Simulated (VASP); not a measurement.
Write the native input for VASP 6.6.1 that does the following.

```yaml
Task: single point
Functional: PBE
Potentials_or_basis: VASP PAW PBE potentials, release 64 (Ge_d, Br)
Cutoff: 520 eV
k_mesh: 12 × 12 × 1
Occupations: gaussian, width 0.1 eV
Spin: no spin polarisation
Dipole_correction: yes
Further_INCAR_settings: ALGO = Normal; EDIFF = 1e-07; NBANDS = 21
```

The structure of GeBr2 lies in POSCAR:

```
GeBr2
1.0
    5.3037995889      0.0000002406      0.0000000000
   -2.6519000028      4.5932250603      0.0000000000
    0.0000000000      0.0000000000     23.8000000000
Ge Br
1 2
Direct
    0.0000000000      0.0000000000      0.2941176471
    0.3333333333      0.6666666667      0.2941176471
    0.6666666667      0.3333333333      0.2941176471
```

The cell was generated, and may not be a known phase.

One way to write it, as run:

INCAR

```
ALGO = Normal
DIPOL = 0.5 0.5 0.294
EDIFF = 1E-7
ENCUT = 520
GGA = PE
IDIPOL = 3
ISIF = 2
ISMEAR = 0
LASPH = True
LCHARG = False
LDIPOL = True
LREAL = False
LWAVE = False
NBANDS = 21
NELM = 60
PREC = Accurate
SIGMA = 0.1
```

KPOINTS

```
k-points
0
Gamma
  12 12 1
```

Potentials or basis: VASP PAW PBE potentials, release 64 (Ge_d, Br).

Command:

```bash
$ cat potpaw_PBE.64/Ge_d/POTCAR potpaw_PBE.64/Br/POTCAR > POTCAR
$ mpirun -np 1 vasp_std > vasp.out
```

It gave:

```
Band gap on the k mesh : 0.05 eV
```

Caveat: semilocal functionals underestimate gaps, and a narrow one can read as zero.

Wall time 4.1 min on 1 thread of Intel(R) Xeon(R) 6975P-C (Granite Rapids), on a shared host, peak memory 0.7 GiB.
